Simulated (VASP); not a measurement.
# Ti (P6_3/mmc) in VASP: a series of runs

The runs below take Ti through single point, with revPBE.

Everything below comes from runs of VASP 6.6.1. Logs are shortened: lines on timing, memory, paths and dates and some standing lists are left out, and cuts for length are marked.

## Step 1: The cell of the first run

It takes space group P6_3/mmc (No. 194, hexagonal). The conventional cell has a = 2.836 Å, b = 2.836 Å, c = 4.488 Å, α = 90.00°, β = 90.00°, γ = 120.00°. Ti (site symmetry -6m2) has 12 Ti at 2.78 to 2.84 Å within 3.7 Å.

## Step 2: Single point, revPBE, collinear spin (15.63 Å³/atom)

INCAR

```
SYSTEM = Ti
ALGO = Normal
EDIFF = 1E-7
ENCUT = 520
GGA = RE
ISIF = 2
ISMEAR = -1
ISPIN = 2
LASPH = .TRUE.
LCHARG = .FALSE.
LMAXMIX = 4
LORBIT = 11
LREAL = .FALSE.
LWAVE = .FALSE.
MAGMOM = 1 1
NBANDS = 23
NELM = 150
PREC = Accurate
SIGMA = 0.05
```

KPOINTS

```
k-points
0
G
  20 20 11
  0 0 0
```

POSCAR

```
Ti
1.0
    2.8363444818      0.0000000000      0.0000000000
   -1.4181722409      2.4563463751      0.0000000000
    0.0000000000      0.0000000000      4.4878471655
Ti
2
Direct
    0.3333333333      0.6666666667      0.2500000000
    0.6666666667      0.3333333333      0.7500000000
```

Potentials or basis: VASP PAW PBE potentials, release 64 (Ti_sv).

The run is started by

```sh
cat potpaw_PBE.64/Ti_sv/POTCAR > POTCAR
mpirun -np 1 vasp_std > vasp.out
```

OUTCAR:

```text
SYSTEM = Ti
   EDIFF = 1E-7
   ENCUT = 520
   GGA = RE
   ISIF = 2
   ISMEAR = -1
   ISPIN = 2
   LASPH = .TRUE.
   LORBIT = 11
   LREAL = .FALSE.
   NELM = 150
   PREC = Accurate

 ion  position               nearest neighbor table
   1  0.333  0.667  0.250-   2 2.78   2 2.78   2 2.78   2 2.78   2 2.78   2 2.78
   2  0.667  0.333  0.750-   1 2.78   1 2.78   1 2.78   1 2.78   1 2.78   1 2.78

  LATTYP: Found a hexagonal cell.
 ALAT       =     2.8363444818
 C/A-ratio  =     1.5822644937

  Lattice vectors:

 A1 = (   2.8363444818,   0.0000000000,   0.0000000000)
 A2 = (  -1.4181722409,   2.4563463751,   0.0000000000)
 A3 = (   0.0000000000,   0.0000000000,   4.4878471655)

Analysis of symmetry for initial positions (statically):
=====================================================================
 Subroutine PRICEL returns:
 Original cell was already a primitive cell.

 Routine SETGRP: Setting up the symmetry group for a
 hexagonal supercell.

 Subroutine GETGRP returns: Found 24 space group operations
 (whereof 12 operations were pure point group operations)
 out of a pool of 24 trial point group operations.

The static configuration has the point symmetry D_3d.
 The point group associated with its full space group is D_6h.

Analysis of symmetry for dynamics (positions and initial velocities):
=====================================================================
 Subroutine PRICEL returns:
 Original cell was already a primitive cell.

 Routine SETGRP: Setting up the symmetry group for a
 hexagonal supercell.

 Subroutine GETGRP returns: Found 24 space group operations
 (whereof 12 operations were pure point group operations)
 out of a pool of 24 trial point group operations.

The dynamic configuration has the point symmetry D_3d.
 The point group associated with its full space group is D_6h.

Analysis of structural, dynamic, and magnetic symmetry:
=====================================================================
 Subroutine PRICEL returns:
 Original cell was already a primitive cell.

 Routine SETGRP: Setting up the symmetry group for a
 hexagonal supercell.

 Subroutine GETGRP returns: Found 24 space group operations
 (whereof 12 operations were pure point group operations)
 out of a pool of 24 trial point group operations.

The overall configuration has the point symmetry D_3d.
 The point group associated with its full space group is D_6h.

 Subroutine INISYM returns: Found 24 space group operations
[... 119 lines left out ...]
  Fermi-wavevector in a.u.,A,eV,Ry     =   1.498936  2.832578 30.569686  2.246809
  Thomas-Fermi vector in A             =   2.610631
   LORBIT       =     11    0 simple, 1 ext, 2 COOP (PROOUT), +10 PAW based schemes
   GGA     = RE    functional components
   LHFCALC =     F    Hartree Fock is set to
   AEXX    =    0.0000 exact exchange contribution
   IVDW    =     0    specifies the selected vdW correction
   LEPSILON=     F    determine dielectric tensor
   LRPA    =     F    only Hartree local field effects (RPA)
 spin polarized calculation
  energy-cutoff  :      520.00
  volume of cell :       31.27
 maximum number of plane-waves:       855
 NGX is ok and might be reduce to    24
   NGX = 11   NGY = 11   NGZ = 17

 number of electron      24.0000003 magnetization      -0.0000738

 number of electron      24.0000003 magnetization       0.0000043

 Free energy of the ion-electron system (eV)
  ---------------------------------------------------
  ext. energy  EPLUGINS =         0.00000000
  ---------------------------------------------------
  free energy    TOTEN  =       -14.84956090 eV

  energy without entropy =      -14.83426737  energy(sigma->0) =      -14.84191414

 E-fermi :   9.5926     XC(G=0): -11.9251

 val. band max:        9.5913624641   @ k =   0.3500   0.2500   0.2727
 cond. band min:       9.6014490832   @ k =   0.1000   0.0500   0.0909
 fundamental gap:      0.0100866191
 Fermi energy:         9.5926226809

 spin component 1

 k-point     1 :       0.0000    0.0000    0.0000
  band No.  band energies     occupation
      1     -47.2133      1.00000
      2     -47.0063      1.00000
      3     -23.8830      1.00000
      4     -23.0038      1.00000
      5     -23.0038      1.00000
      6     -22.8972      1.00000
[... 613 lines left out ...]
     22      20.8212      0.00000
     23      22.8239      0.00000

 [... further k-points ...]

 spin component 2

 k-point     1 :       0.0000    0.0000    0.0000
  band No.  band energies     occupation
      1     -47.2134      1.00000
      2     -47.0063      1.00000
      3     -23.8830      1.00000
      4     -23.0038      1.00000
      5     -23.0038      1.00000
      6     -22.8972      1.00000
[... 613 lines left out ...]
     22      20.8211      0.00000
     23      22.8239      0.00000

 [... further k-points ...]

------------------------ aborting loop because EDIFF is reached ----------------------------------------

  FORCE on cell =-STRESS in cart. coord.  units (eV):
  Direction    XX          YY          ZZ          XY          YZ          ZX
  --------------------------------------------------------------------------------------
  -------------------------------------------------------------------------------------
  Total        3.2117975      3.2117975      3.2765408      0.0000000      0.0000000      0.0000000
  in kB      164.5781201    164.5781201    167.8956797      0.0000000      0.0000000      0.0000000
  external PRESSURE =     165.6839733 kB  Pullay stress =       0.0000000 kB

 VOLUME and BASIS-vectors are now :
 -----------------------------------------------------------------------------
  energy-cutoff  :      520.00
  volume of cell :       31.27
      direct lattice vectors                 reciprocal lattice vectors
     2.836344482  0.000000000  0.000000000     0.352566484  0.203554354  0.000000000
    -1.418172241  2.456346375  0.000000000     0.000000000  0.407108708  0.000000000
     0.000000000  0.000000000  4.487847165     0.000000000  0.000000000  0.222823987

 POSITION                                       TOTAL-FORCE (eV/Angst)
 -----------------------------------------------------------------------------------
     -0.00000      1.63756      1.12196        -0.000000      0.000000      0.000000
      1.41817      0.81878      3.36589         0.000000     -0.000000      0.000000
 -----------------------------------------------------------------------------------
    total drift:                                0.000000     -0.000000      0.000000

  FREE ENERGIE OF THE ION-ELECTRON SYSTEM (eV)
  ---------------------------------------------------
  free  energy   TOTEN  =       -14.8495609007 eV

  energy  without entropy=      -14.8342673727  energy(sigma->0) =      -14.84191414

 total charge

# of ion       s       p       d       tot
------------------------------------------
    1        2.272   6.143   1.962  10.377
    2        2.272   6.143   1.962  10.377
--------------------------------------------------
tot          4.543  12.286   3.924  20.753

 magnetization (x)

# of ion       s       p       d       tot
------------------------------------------
    1       -0.000   0.000   0.000   0.000
    2       -0.000   0.000   0.000   0.000
--------------------------------------------------
tot         -0.000   0.000   0.000   0.000
```

Run time: 2.4 min. Hardware: 1 thread of Intel Xeon 6975P-C (Granite Rapids), shared host; peak memory 0.36 GiB.

Results:

```
Free energy                                           : -14.8496 eV
Pressure                                              : 16.6 GPa
Band gap on the k mesh                                : zero (filled and empty bands overlap)
Net moment                                            : 0.00 μB per cell
Valence electrons inside the program's atomic spheres : Ti 10.38
```

Stress tensor (GPa, compression positive):
```
16.46  0.00  0.00
 0.00 16.46  0.00
 0.00  0.00 16.79
```

Levels at points of the mesh, in eV from the Fermi level:
Spin up:
```
           k point  band 8  band 9  band 10  band 11  band 12  band 13  band 14  band 15  band 16  band 17
(0.00, 0.00, 0.00)  -32.46   -6.47    -2.97     0.82     0.82     0.97     1.08     1.41     1.41     1.81
(0.50, 0.00, 0.00)  -32.56   -2.50    -2.50    -2.14    -0.53     0.49     0.73     1.34     3.79     4.06
```
Spin down:
| k point | band 9 | band 10 | band 11 | band 12 | band 13 | band 14 | band 15 | band 16 |
| --- | --- | --- | --- | --- | --- | --- | --- | --- |
| (0.00, 0.00, 0.00) | -6.47 | -2.97 | 0.82 | 0.82 | 0.97 | 1.08 | 1.41 | 1.41 |
| (0.50, 0.00, 0.00) | -2.50 | -2.50 | -2.14 | -0.53 | 0.49 | 0.73 | 1.34 | 3.79 |

Caveat: the cell stands under pressure; the PAW data sets were made with another functional, which shifts forces and pressure a little.

## Step 3: Single point, revPBE, collinear spin (16.34 Å³/atom)

This run uses another cell than the first one, of 16.34 Å³/atom.

INCAR

```
SYSTEM = Ti
ALGO     = Normal         ! electronic algorithm
EDIFF    = 1E-6           ! SCF threshold, eV
ENCUT    = 520            ! plane-wave cutoff, eV
GGA      = RE             ! functional
ISIF     = 2              ! what is computed and relaxed
ISMEAR   = -1             ! smearing method
ISPIN    = 2              ! spin polarisation
LASPH    = .TRUE.         ! aspherical terms in the spheres
LCHARG   = .FALSE.        ! write CHGCAR
LMAXMIX  = 4              ! l up to which the mixer works
LORBIT   = 11             ! projections on sites
LREAL    = .FALSE.        ! projectors in reciprocal space
LWAVE    = .FALSE.        ! write WAVECAR
MAGMOM   = 1 1            ! initial moments
NBANDS   = 23             ! bands
NELM     = 150            ! most SCF steps
PREC     = Accurate       ! precision mode
SIGMA    = 0.05           ! smearing width, eV
```

KPOINTS is that of step 2.

POSCAR

```
Ti
1.0
    2.8786842237      0.0000000000      0.0000000000
   -1.4393421118      2.4930136672      0.0000000000
    0.0000000000      0.0000000000      4.5548398358
Ti
2
Direct
    0.3333333333      0.6666666667      0.2500000000
    0.6666666667      0.3333333333      0.7500000000
```

Potentials or basis: VASP PAW PBE potentials, release 64 (Ti_sv).

The run is started by

```sh
cat potpaw_PBE.64/Ti_sv/POTCAR > POTCAR
mpirun -np 1 vasp_std > vasp.out
```

It took 2.1 min on 1 thread of Intel Xeon 6975P-C (Granite Rapids), shared host; peak memory 0.37 GiB.

The run converged. Its results:

| Item | Value |
| --- | --- |
| Free energy | -14.9666 eV |
| Pressure | 9.9 GPa |
| Band gap on the k mesh | zero (filled and empty bands overlap) |
| Net moment | 0.00 μB per cell |
| Valence electrons inside the program's atomic spheres | Ti 10.32 |

Stress tensor (GPa, compression positive):
```
 9.83  0.00  0.00
 0.00  9.83  0.00
 0.00  0.00 10.06
```

Levels at points of the mesh, in eV from the Fermi level:
Spin up:
```
           k point  band 9  band 10  band 11  band 12  band 13  band 14  band 15  band 16
(0.00, 0.00, 0.00)   -6.38    -2.85     0.80     0.80     0.92     0.94     1.35     1.35
(0.50, 0.00, 0.00)   -2.44    -2.35    -2.01    -0.59     0.49     0.69     1.27     3.59
```
Spin down:
| k point | band 10 | band 11 | band 12 | band 13 | band 14 | band 15 |
| --- | --- | --- | --- | --- | --- | --- |
| (0.00, 0.00, 0.00) | -2.85 | 0.80 | 0.80 | 0.92 | 0.94 | 1.35 |
| (0.50, 0.00, 0.00) | -2.35 | -2.01 | -0.59 | 0.49 | 0.69 | 1.27 |

Caveat: the cell stands under pressure; the PAW data sets were made with another functional, which shifts forces and pressure a little.
